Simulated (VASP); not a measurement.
A run of VASP 6.6.1 is set up as follows.

The input POSCAR:

```
HfO2
1.0
    0.0000000000      2.6534062500      2.5575000000
    2.5575000000      0.0000000000      2.5575000000
    2.5575000000      2.6534062500      0.0000000000
Hf O
1 2
Direct
    0.0000000000      0.0000000000      0.0000000000
    0.2500000000      0.2500000000      0.2500000000
    0.7500000000      0.7500000000      0.7500000000
```

The input INCAR.step1:

```
  ALGO = Normal
  EDIFF = 1E-4
  ENCUT = 520
  GGA = PE
  ISMEAR = 0
  LASPH = T
  LCHARG = F
  LREAL = F
  LWAVE = T
  NBANDS = 18
  NELM = 80
  PREC = Accurate
  SIGMA = 0.05
```

INCAR.step2

```
  ALGO = Normal
  EDIFF = 1E-7
  ENCUT = 520
  ISIF = 2
  ISMEAR = 0
  ISTART = 1
  LASPH = T
  LCHARG = F
  LMIXTAU = T
  LREAL = F
  LWAVE = F
  METAGGA = R2SCAN
  NBANDS = 18
  NELM = 80
  PREC = Accurate
  SIGMA = 0.05
```

The input KPOINTS:

```
k-points
0
Gamma
  8 8 8
```

Potentials or basis: VASP PAW PBE potentials, release 64 (Hf_pv, O).

The run is started by

```sh
$ cat potpaw_PBE.64/Hf_pv/POTCAR potpaw_PBE.64/O/POTCAR > POTCAR
$ cp INCAR.step1 INCAR
$ mpirun -np 1 vasp_std > vasp.out
$ cp INCAR.step2 INCAR
$ mpirun -np 1 vasp_std > vasp.out
```

(1) Estimate the pressure.

(2) What does it give for the band gap on the k mesh?

Answers

(1) -19.6 GPa.

(2) 3.83 eV, indirect (least direct gap 3.90 eV).

Caveat: the cell differs from its parent crystal (strain +0.0375 x Voigt [0, 1, 0, 0, 0, 0]); the PAW data sets were made with another functional, which shifts forces and pressure a little; spin-orbit coupling is left out, which moves the levels of the heavy elements.
